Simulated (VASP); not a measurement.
# TiAl2: single point with r2SCAN

TiAl2:

```
CELL_PARAMETERS angstrom
1.97955 -6.04720 0.00000
1.97955 6.04720 0.00000
0.00000 0.00000 4.03150
ATOMIC_POSITIONS crystal
Ti 0.64900 0.35100 0.00000
Ti 0.35100 0.64900 0.00000
Al 0.00000 0.00000 0.00000
Al 0.82400 0.17600 0.50000
Al 0.17600 0.82400 0.50000
Al 0.50000 0.50000 0.50000
```

* Program: VASP 6.6.1
* Task: single point
* Functional: r2SCAN
* Potentials or basis: VASP PAW PBE potentials, release 64 (Ti_sv, Al)
* Cutoff: 520 eV
* k mesh: 10 × 10 × 10
* Occupations: gaussian, width 0.2 eV
* Spin: no spin polarisation

* Pressure: -1.8 GPa
* Largest force: 0.974 eV/Å
* Band gap on the k mesh: zero (bands 18 and 19 overlap by 1.24 eV)

Forces in eV/Å, atoms in the order of the input:
```
Ti   0.000 -0.974  0.000
Ti   0.000  0.974  0.000
Al   0.000  0.000  0.000
Al   0.000 -0.237  0.000
Al   0.000  0.237  0.000
Al   0.000  0.000  0.000
```

Stress tensor (GPa, compression positive):
```
-1.95  0.00  0.00
 0.00 -0.18  0.00
 0.00  0.00 -3.27
```

Levels at points of the mesh, in eV from the Fermi level:
```
           k point  band 15  band 16  band 17  band 18  band 19  band 20  band 21  band 22
(0.00, 0.00, 0.00)    -1.71    -0.82    -0.64    -0.63     0.53     0.77     0.94     0.95
(0.50, 0.00, 0.00)    -1.71    -1.27    -1.01    -0.44     0.87     1.38     1.62     1.68
(0.50, 0.50, 0.00)    -1.94    -1.37    -0.77    -0.68     0.33     1.20     1.28     1.36
(0.00, 0.00, 0.50)    -1.53    -0.97    -0.49     0.19     0.33     1.17     1.19     1.52
(0.50, 0.00, 0.50)    -2.62    -1.97    -1.36    -1.31    -0.56     1.38     1.43     1.44
(0.50, 0.50, 0.50)    -1.98    -0.99     0.05     0.46     0.85     1.35     1.52     1.68
```

Wall time 18 min on 1 thread of Intel(R) Xeon(R) 6975P-C (Granite Rapids), with other jobs on the host, peak memory 0.56 GiB.

Caveat: the PAW data sets were made with another functional, which shifts forces and pressure a little.
